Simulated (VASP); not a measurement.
# Si3N4 (P6_3/m) in VASP: a series of runs

The runs below take Si3N4 through single point, relaxation of cell and atoms, with LDA.

All numbers are computed with VASP 6.6.1; they aren't measurements. Logs are shortened: lines on timing, memory, paths and dates and some standing lists are left out, and cuts for length are marked.

## Step 1: The cell of the first run

The structure is hexagonal, space group P6_3/m (No. 176). Conventional cell: a = 7.611 Å, b = 7.611 Å, c = 2.906 Å, α = 90.00°, β = 90.00°, γ = 120.00°. Within 2.3 Å of Si (site symmetry m) lie 4 N at 1.73 to 1.74 Å. Within 2.3 Å of N (site symmetry m) lie 3 Si at 1.74 Å. N (site symmetry -6) has 3 Si at 1.73 Å within 2.3 Å.

## Step 2: Single point, LDA

INCAR reads:

```
SYSTEM = Si3N4
PREC = Accurate ; ENCUT = 520
EDIFF = 1E-6 ; ISMEAR = 0
SIGMA = 0.01 ; LREAL = .FALSE.
LASPH = .TRUE. ; NELM = 60
ALGO = Normal ; ISIF = 2
LWAVE = .FALSE. ; LCHARG = .TRUE.
GGA = CA ; LELF = .TRUE.
LVHAR = .TRUE. ; NBANDS = 45
```

KPOINTS reads:

```
Automatic mesh
0
G
  4 4 8
  0 0 0
```

POSCAR reads:

```
Si3N4
1.0
    7.6113939090      0.0000000000      0.0000000000
   -3.8056969545      6.5916604834      0.0000000000
    0.0000000000      0.0000000000      2.9058740493
Si N
6 8
Direct
    0.7683791829      0.1746878696      0.2500000000
    0.5936913133      0.7683791829      0.7500000000
    0.8253121304      0.5936913133      0.2500000000
    0.2316208171      0.8253121304      0.7500000000
    0.4063086867      0.2316208171      0.2500000000
    0.1746878696      0.4063086867      0.7500000000
    0.0303938745      0.3303321011      0.2500000000
    0.7000617733      0.0303938745      0.7500000000
    0.6696678989      0.7000617733      0.2500000000
    0.9696061255      0.6696678989      0.7500000000
    0.2999382267      0.9696061255      0.2500000000
    0.3303321011      0.2999382267      0.7500000000
    0.6666666667      0.3333333333      0.2500000000
    0.3333333333      0.6666666667      0.7500000000
```

Potentials or basis: VASP PAW LDA potentials, release 64 (Si, N).

Started as:

```console
cat potpaw_LDA.64/Si/POTCAR potpaw_LDA.64/N/POTCAR > POTCAR
mpirun -np 1 vasp_std > vasp.out
```

OUTCAR:

```text
SYSTEM = Si3N4
   PREC = Accurate
   ENCUT = 520
   EDIFF = 1E-6
   ISMEAR = 0
   LREAL = .FALSE.
   LASPH = .TRUE.
   NELM = 60
   ISIF = 2
   GGA = CA

 ion  position               nearest neighbor table
   1  0.768  0.175  0.250-  13 1.73   8 1.74   8 1.74   7 1.74   3 3.00   5 3.00   2 3.05   2 3.05
                             6 3.05   6 3.05
   2  0.594  0.768  0.750-  14 1.73   9 1.74   9 1.74   8 1.74   6 3.00   4 3.00   1 3.05   1 3.05
                             3 3.05   3 3.05
   3  0.825  0.594  0.250-  13 1.73  10 1.74  10 1.74   9 1.74   1 3.00   5 3.00   4 3.05   4 3.05
                             2 3.05   2 3.05
   4  0.232  0.825  0.750-  14 1.73  11 1.74  11 1.74  10 1.74   6 3.00   2 3.00   5 3.05   5 3.05
                             3 3.05   3 3.05
   5  0.406  0.232  0.250-  13 1.73  12 1.74  12 1.74  11 1.74   3 3.00   1 3.00   4 3.05   4 3.05
                             6 3.05   6 3.05
   6  0.175  0.406  0.750-  14 1.73   7 1.74   7 1.74  12 1.74   4 3.00   2 3.00   1 3.05   1 3.05
                             5 3.05   5 3.05
   7  0.030  0.330  0.250-   6 1.74   6 1.74   1 1.74
   8  0.700  0.030  0.750-   1 1.74   1 1.74   2 1.74
   9  0.670  0.700  0.250-   2 1.74   2 1.74   3 1.74
  10  0.970  0.670  0.750-   3 1.74   3 1.74   4 1.74
  11  0.300  0.970  0.250-   4 1.74   4 1.74   5 1.74
  12  0.330  0.300  0.750-   5 1.74   5 1.74   6 1.74
  13  0.667  0.333  0.250-   1 1.73   3 1.73   5 1.73
  14  0.333  0.667  0.750-   4 1.73   6 1.73   2 1.73

  LATTYP: Found a hexagonal cell.
 ALAT       =     7.6113939090
 C/A-ratio  =     0.3817794853

  Lattice vectors:

 A1 = (   7.6113939090,   0.0000000000,   0.0000000000)
 A2 = (  -3.8056969545,   6.5916604834,   0.0000000000)
 A3 = (   0.0000000000,   0.0000000000,   2.9058740493)

Analysis of symmetry for initial positions (statically):
=====================================================================
 Subroutine PRICEL returns:
 Original cell was already a primitive cell.

 Routine SETGRP: Setting up the symmetry group for a
 hexagonal supercell.

 Subroutine GETGRP returns: Found 12 space group operations
 (whereof  6 operations were pure point group operations)
 out of a pool of 24 trial point group operations.

The static configuration has the point symmetry S_6 .
 The point group associated with its full space group is C_6h.

Analysis of symmetry for dynamics (positions and initial velocities):
=====================================================================
 Subroutine PRICEL returns:
 Original cell was already a primitive cell.

 Routine SETGRP: Setting up the symmetry group for a
 hexagonal supercell.

 Subroutine GETGRP returns: Found 12 space group operations
 (whereof  6 operations were pure point group operations)
 out of a pool of 24 trial point group operations.

The dynamic configuration has the point symmetry S_6 .
 The point group associated with its full space group is C_6h.

 Subroutine INISYM returns: Found 12 space group operations
 (whereof  6 operations are pure point group operations),
 and found     1 'primitive' translations

----------------------------------------------------------------------------------------

                                     Primitive cell

  volume of cell :     145.7927

  direct lattice vectors                    reciprocal lattice vectors
     7.611393909  0.000000000  0.000000000     0.131381980  0.075853421  0.000000000
    -3.805696955  6.591660483  0.000000000     0.000000000  0.151706843  0.000000000
     0.000000000  0.000000000  2.905874049     0.000000000  0.000000000  0.344130538

  length of vectors
     7.611393909  7.611393909  2.905874049     0.151706843  0.151706843  0.344130538

  position of ions in fractional coordinates (direct lattice)
     0.768379183  0.174687870  0.250000000
     0.593691313  0.768379183  0.750000000
     0.825312130  0.593691313  0.250000000
     0.231620817  0.825312130  0.750000000
     0.406308687  0.231620817  0.250000000
     0.174687870  0.406308687  0.750000000
     0.030393874  0.330332101  0.250000000
     0.700061773  0.030393874  0.750000000
     0.669667899  0.700061773  0.250000000
     0.969606126  0.669667899  0.750000000
     0.299938227  0.969606126  0.250000000
[... 33 lines left out ...]
     0.000000000  0.037926711  0.000000000     0.000000000  0.250000000  0.000000000
     0.000000000  0.000000000  0.043016317     0.000000000  0.000000000  0.125000000

  Length of vectors
     0.037926711  0.037926711  0.043016317

  Shift w.r.t. Gamma in fractional coordinates (k-lattice)
     0.000000000  0.000000000  0.000000000

 Subroutine IBZKPT returns following result:
 ===========================================

 Found     20 irreducible k-points:

 Following reciprocal coordinates:
            Coordinates               Weight
  0.000000  0.000000  0.000000      1.000000
  0.250000  0.000000  0.000000      6.000000
  0.500000  0.000000  0.000000      3.000000
  0.250000  0.250000  0.000000      6.000000
  0.000000  0.000000  0.125000      2.000000
  0.250000  0.000000  0.125000     12.000000
[... 12 lines left out ...]
  0.500000  0.000000  0.500000      3.000000
  0.250000  0.250000  0.500000      6.000000
   k-points           NKPTS =     20   k-points in BZ     NKDIM =     20   number of bands    NBANDS=     45
   number of dos      NEDOS =    301   number of ions     NIONS =     14
   total plane-waves  NPLWV =  86400
   dimension x,y,z NGX =    60 NGY =   60 NGZ =   24
   dimension x,y,z NGXF=   120 NGYF=  120 NGZF=   48
   ions per type =               6   8
   NGX,Y,Z   is equivalent  to a cutoff of  13.11, 13.11, 13.73 a.u.
   NGXF,Y,Z  is equivalent  to a cutoff of  26.21, 26.21, 27.46 a.u.
 SYSTEM =  Si3N4
   PREC   = accura    normal or accurate (medium, high low for compatibility)
   ISTART =      0    job   : 0-new  1-cont  2-samecut
   ICHARG =      2    charge: 1-file 2-atom 10-const
   ISPIN  =      1    spin polarized calculation?
   LNONCOLLINEAR =      F non collinear calculations
   LSORBIT =      F    spin-orbit coupling
   LASPH  =      T    aspherical Exc in radial PAW
   ENCUT  =  520.0 eV  38.22 Ry    6.18 a.u.  14.15 14.15  5.40*2*pi/ulx,y,z
   NELM   =     60;   NELMIN=  2; NELMDL= -5     # of ELM steps
   EDIFF  = 0.1E-05   stopping-criterion for ELM
   LREAL  =      F    real-space projection
   EDIFFG = 0.1E-04   stopping-criterion for IOM
   NSW    =      0    number of steps for IOM
   IBRION =     -1    ionic relax: 0-MD 1-quasi-New 2-CG
   NFREE  =      0    steps in history (QN), initial steepest desc. (CG)
   ISIF   =      2    stress and relaxation
   ISYM   =      2    0-nonsym 1-usesym 2-fastsym
   POTIM  = 0.5000    time-step for ionic-motion
   TEBEG  =    0.0;   TEEND  =   0.0 temperature during run
   PSTRESS=    0.0 pullay stress
   NELECT =      64.0000    total number of electrons
   NUPDOWN=      -1.0000    fix difference up-down
   EMIN   =  10.00;   EMAX   =-10.00  energy-range for DOS
   EFERMI =   0.00;   METHOD = LEGACY
   ISMEAR =     0;   SIGMA  =   0.01  broadening in eV -4-tet -1-fermi 0-gaus
   EFERMI_NEDOS =   21; number of points for ismear=-14 and -15
   IALGO  =     38    algorithm
   IMIX   =      4    mixing-type and parameters
     AMIX     =   0.40;   BMIX     =  1.00
     AMIX_MAG =   1.60;   BMIX_MAG =  1.00
  volume/ion in A,a.u.               =      10.41        70.28
  Fermi-wavevector in a.u.,A,eV,Ry     =   1.244198  2.351194 21.062214  1.548029
  Thomas-Fermi vector in A             =   2.378475
   LORBIT       =      0    0 simple, 1 ext, 2 COOP (PROOUT), +10 PAW based schemes
   GGA     = CA    functional components
   LHFCALC =     F    Hartree Fock is set to
   AEXX    =    0.0000 exact exchange contribution
   IVDW    =     0    specifies the selected vdW correction
   LEPSILON=     F    determine dielectric tensor
   LRPA    =     F    only Hartree local field effects (RPA)
 non-spin polarized calculation
 Gauss-broadening in eV      SIGMA  =   0.01
  energy-cutoff  :      520.00
  volume of cell :      145.79
 maximum number of plane-waves:      3965
 NGX is ok and might be reduce to    60
   NGX = 29   NGY = 29   NGZ = 11

 number of electron      63.9999999 magnetization

 Free energy of the ion-electron system (eV)
  ---------------------------------------------------
  ext. energy  EPLUGINS =         0.00000000
  ---------------------------------------------------
  free energy    TOTEN  =      -126.51930093 eV

  energy without entropy =     -126.51930093  energy(sigma->0) =     -126.51930093

 E-fermi :   6.7054     XC(G=0): -11.1679

 val. band max:        6.5998921931   @ k =   0.0000   0.0000   0.1250
 cond. band min:      10.7650749863   @ k =   0.0000   0.0000   0.0000
 fundamental gap:      4.1651827932
 Fermi energy:         6.7054142115

 k-point     1 :       0.0000    0.0000    0.0000
  band No.  band energies     occupation
      1     -11.4716      2.00000
      2      -9.9741      2.00000
      3      -9.9741      2.00000
      4      -9.3545      2.00000
      5      -9.2024      2.00000
      6      -9.2024      2.00000
[... 929 lines left out ...]
     43      14.0517      0.00000
     44      14.0517      0.00000
 [bands above 44 left out]

------------------------ aborting loop because EDIFF is reached ----------------------------------------

  FORCE on cell =-STRESS in cart. coord.  units (eV):
  Direction    XX          YY          ZZ          XY          YZ          ZX
  --------------------------------------------------------------------------------------
  -------------------------------------------------------------------------------------
  Total       -2.9171373     -2.9171373     -3.1424690     -0.0000000      0.0000000      0.0000000
  in kB      -32.0576465    -32.0576465    -34.5339108     -0.0000001      0.0000000      0.0000000
  external PRESSURE =     -32.8830679 kB  Pullay stress =       0.0000000 kB

 VOLUME and BASIS-vectors are now :
 -----------------------------------------------------------------------------
  energy-cutoff  :      520.00
  volume of cell :      145.79
      direct lattice vectors                 reciprocal lattice vectors
     7.611393909  0.000000000  0.000000000     0.131381980  0.075853421  0.000000000
    -3.805696955  6.591660483  0.000000000     0.000000000  0.151706843  0.000000000
     0.000000000  0.000000000  2.905874049     0.000000000  0.000000000  0.344130538

 POSITION                                       TOTAL-FORCE (eV/Angst)
 -----------------------------------------------------------------------------------
      5.18363      1.15148      0.72647         0.001332     -0.001893     -0.000000
      1.59460      5.06489      2.17941         0.002305      0.000207      0.000000
      4.02237      3.91341      0.72647         0.000974      0.002100      0.000000
     -1.37793      5.44018      2.17941        -0.001332      0.001893     -0.000000
      2.21110      1.52677      0.72647        -0.002305     -0.000207      0.000000
     -0.21667      2.67825      2.17941        -0.000974     -0.002100     -0.000000
     -1.02580      2.17744      0.72647        -0.005904     -0.002622      0.000000
      5.21278      0.20035      2.17941        -0.000681     -0.006424      0.000000
      2.43288      4.61457      0.72647         0.005223     -0.003802      0.000000
      4.83150      4.41422      2.17941         0.005904      0.002622     -0.000000
     -1.40708      6.39131      0.72647         0.000681      0.006424     -0.000000
      1.37281      1.97709      2.17941        -0.005223      0.003802     -0.000000
      3.80570      2.19722      0.72647         0.000000      0.000000     -0.000000
     -0.00000      4.39444      2.17941         0.000000      0.000000      0.000000
 -----------------------------------------------------------------------------------
    total drift:                                0.000000      0.000000      0.000000

  FREE ENERGIE OF THE ION-ELECTRON SYSTEM (eV)
  ---------------------------------------------------
  free  energy   TOTEN  =      -126.5193009327 eV

  energy  without entropy=     -126.5193009327  energy(sigma->0) =     -126.51930093
```

Run time: 2.3 min. Hardware: 1 thread of Intel Xeon 6975P-C (Granite Rapids), shared host; peak memory 0.25 GiB.

Results:

| Quantity | Value |
| --- | --- |
| Free energy | -126.5193 eV |
| Pressure | -3.3 GPa |
| Largest force | 0.006 eV/Å |
| Band gap on the k mesh | 4.17 eV (least direct gap 4.36 eV) |

Forces in eV/Å, atoms in the order of the input:
```
Si   0.001 -0.002  0.000
Si   0.002  0.000  0.000
Si   0.001  0.002  0.000
Si  -0.001  0.002  0.000
Si  -0.002  0.000  0.000
Si  -0.001 -0.002  0.000
N   -0.006 -0.003  0.000
N   -0.001 -0.006  0.000
N    0.005 -0.004  0.000
N    0.006  0.003  0.000
N    0.001  0.006  0.000
N   -0.005  0.004  0.000
N    0.000  0.000  0.000
N    0.000  0.000  0.000
```

Stress tensor (GPa, compression positive):
```
-3.21  0.00  0.00
 0.00 -3.21  0.00
 0.00  0.00 -3.45
```

Levels at points of the mesh, in eV from the valence-band top:
| k point | band 28 | band 29 | band 30 | band 31 | band 32 | band 33 | band 34 | band 35 | band 36 | band 37 |
| --- | --- | --- | --- | --- | --- | --- | --- | --- | --- | --- |
| (0.00, 0.00, 0.00) | -1.30 | -1.30 | -0.46 | -0.38 | -0.19 | 4.17 | 4.62 | 4.77 | 4.77 | 5.09 |
| (0.50, 0.00, 0.00) | -1.70 | -1.36 | -0.78 | -0.33 | -0.25 | 4.48 | 4.58 | 4.72 | 5.16 | 5.58 |
| (0.00, 0.00, 0.50) | -1.63 | -1.63 | -1.63 | -1.36 | -1.36 | 4.54 | 4.54 | 4.54 | 4.54 | 7.12 |
| (0.50, 0.00, 0.50) | -1.90 | -1.51 | -1.51 | -1.06 | -1.06 | 4.62 | 4.62 | 5.67 | 5.67 | 6.03 |

Caveat: the cell stands under tension.

## Step 3: Relaxation of cell and atoms, LDA

INCAR reads:

```
  PREC = Accurate
  ENCUT = 600
  EDIFF = 1E-6
  ISMEAR = 0
  SIGMA = 0.01
  LREAL = F
  LASPH = T
  NELM = 100
  ALGO = Normal
  ISIF = 3
  LWAVE = F
  LCHARG = F
  IBRION = 2
  NSW = 80
  EDIFFG = -5E-4
```

KPOINTS reads:

```
Automatic mesh
0
Gamma
  4 4 8
```

POSCAR reads:

```
Si3N4
1.0
    7.6044000000      0.0000000000      0.0000000000
   -3.8022000000      6.5856035805      0.0000000000
    0.0000000000      0.0000000000      2.9063000000
Si N
6 8
Direct
    0.7684770000      0.1745570000      0.2500000000
    0.5939200000      0.7684770000      0.7500000000
    0.8254430000      0.5939200000      0.2500000000
    0.2315230000      0.8254430000      0.7500000000
    0.4060800000      0.2315230000      0.2500000000
    0.1745570000      0.4060800000      0.7500000000
    0.0305000000      0.3302400000      0.2500000000
    0.7002600000      0.0305000000      0.7500000000
    0.6697600000      0.7002600000      0.2500000000
    0.9695000000      0.6697600000      0.7500000000
    0.2997400000      0.9695000000      0.2500000000
    0.3302400000      0.2997400000      0.7500000000
    0.6666666667      0.3333333333      0.2500000000
    0.3333333333      0.6666666667      0.7500000000
```

Potentials or basis: VASP PAW LDA potentials, release 64 (Si, N).

Started as:

```console
cat potpaw_LDA.64/Si/POTCAR potpaw_LDA.64/N/POTCAR > POTCAR
mpirun -np 1 vasp_std > vasp.out
```

Wall time 18 min (1 thread of Intel Xeon 6975P-C (Granite Rapids), shared host); peak memory 0.29 GiB.

It converged, with:

| Item | Value |
| --- | --- |
| Free energy | -126.5456 eV |
| Relaxed volume | 10.27 Å³/atom |
| Relaxed cell | a = 7.577 Å, b = 7.577 Å, c = 2.892 Å, α = 90.00°, β = 90.00°, γ = 120.00° |
| Space group after relaxing (to 0.1 Å) | P6_3/m (No. 176) |
| Energy gained by relaxing | 1.2 meV/atom |
| Ionic steps | 17 |
| Pressure after relaxing | 0.0 GPa |
| Band gap on the k mesh | 4.22 eV (least direct gap 4.41 eV) |

Step by step:
```tsv
step	energy change (eV)	largest force (eV/Å)	pressure (GPa)	volume (Å³)
1	0.0000	0.0499	-2.96	145.55
2	0.0156	0.0847	4.37	141.54
3	-0.0160	0.0302	0.00	143.87
4	-0.0160	0.0304	0.05	143.83
5	-0.0163	0.0230	0.05	143.83
6	-0.0166	0.0399	0.05	143.81
7	-0.0167	0.0235	0.00	143.83
8	-0.0168	0.0160	-0.07	143.86
9	-0.0169	0.0140	-0.03	143.83
10	-0.0170	0.0116	0.03	143.78
11	-0.0170	0.0093	0.01	143.79
12	-0.0170	0.0097	0.01	143.79
13	-0.0170	0.0032	-0.01	143.80
14	-0.0170	0.0016	-0.02	143.81
15	-0.0170	0.0011	0.01	143.79
16	-0.0170	0.0006	0.00	143.80
17	-0.0170	0.0005	0.00	143.80
```

Final structure:
```
CELL_PARAMETERS angstrom
7.57683 0.00000 0.00000
-3.78841 6.56172 0.00000
0.00000 0.00000 2.89231
ATOMIC_POSITIONS crystal
Si 0.76742 0.17379 0.25000
Si 0.59362 0.76742 0.75000
Si 0.82621 0.59362 0.25000
Si 0.23258 0.82621 0.75000
Si 0.40638 0.23258 0.25000
Si 0.17379 0.40638 0.75000
N 0.02945 0.33010 0.25000
N 0.69934 0.02945 0.75000
N 0.66990 0.69934 0.25000
N 0.97055 0.66990 0.75000
N 0.30066 0.97055 0.25000
N 0.33010 0.30066 0.75000
N 0.66667 0.33333 0.25000
N 0.33333 0.66667 0.75000
```

Levels at points of the mesh, in eV from the valence-band top:
```csv
k point,band 29,band 30,band 31,band 32,band 33,band 34,band 35,band 36
"(0.00, 0.00, 0.00)",-1.32,-0.47,-0.37,-0.19,4.22,4.69,4.86,4.86
"(0.50, 0.00, 0.00)",-1.39,-0.78,-0.33,-0.25,4.55,4.65,4.79,5.25
"(0.00, 0.00, 0.50)",-1.65,-1.65,-1.40,-1.40,4.58,4.58,4.58,4.58
"(0.50, 0.00, 0.50)",-1.53,-1.53,-1.08,-1.08,4.68,4.68,5.72,5.72
```
